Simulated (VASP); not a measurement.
The system is NaMg2Si2.

```xyz
5
Lattice="4.8184 0.0000 0.0000 -2.4092 4.1729 0.0000 0.0000 0.0000 4.5526" Properties=species:S:1:pos:R:3 pbc="T T T"
Na    0.0000    0.0000    2.2763
Mg    0.0000    2.7819    2.2763
Mg    2.4092    1.3910    2.2763
Si    0.0000    2.7819    0.0000
Si    2.4092    1.3910    0.0000
```

The cell was built from a structure type or drawn by symmetry, and may not be a known phase.

* Program: VASP 6.6.1
* Task: relaxation of cell and atoms
* Functional: PBE
* Potentials or basis: VASP PAW PBE potentials, release 64 (Na_sv, Mg_sv, Si)
* Cutoff: 970 eV
* k mesh: 6 × 6 × 4
* Occupations: gaussian, width 0.1 eV
* Spin: no spin polarisation

At the start: pressure 20.8 GPa; volume 18.31 Å³/atom.

Q: Where does the relaxation end?

A: Over 10 steps the energy falls by 376.8 meV/atom and the volume is 25.74 Å³/atom (+40.6 %); space group P6/mmm (No. 191, to 0.1 Å) before and after.

The path:
| step | energy change (eV) | largest force (eV/Å) | pressure (GPa) | volume (Å³) |
| --- | --- | --- | --- | --- |
| 1 | 0.0000 | 0.0000 | 20.84 | 91.54 |
| 2 | -1.6896 | 0.0000 | -0.87 | 126.14 |
| 3 | -1.7405 | 0.0000 | 1.86 | 117.22 |
| 4 | -1.7447 | 0.0000 | 1.22 | 119.00 |
| 5 | -1.7443 | 0.0000 | 1.43 | 118.41 |
| 6 | -1.8237 | 0.0000 | 0.61 | 122.40 |
| 7 | -1.8768 | 0.0000 | -0.27 | 128.03 |
| 8 | -1.8803 | 0.0000 | -0.50 | 129.95 |
| 9 | -1.8836 | 0.0000 | 0.09 | 128.27 |
| 10 | -1.8840 | 0.0000 | -0.06 | 128.69 |

Final structure:
```
CELL_PARAMETERS angstrom
5.37597 0.00000 0.00000
-2.68798 4.65572 0.00000
0.00000 0.00000 5.14157
ATOMIC_POSITIONS crystal
Na 0.00000 0.00000 0.50000
Mg 0.33333 0.66667 0.50000
Mg 0.66667 0.33333 0.50000
Si 0.33333 0.66667 0.00000
Si 0.66667 0.33333 0.00000
```

Caveat: the volume moved by over 15 % at a fixed basis, so the end points are rough.
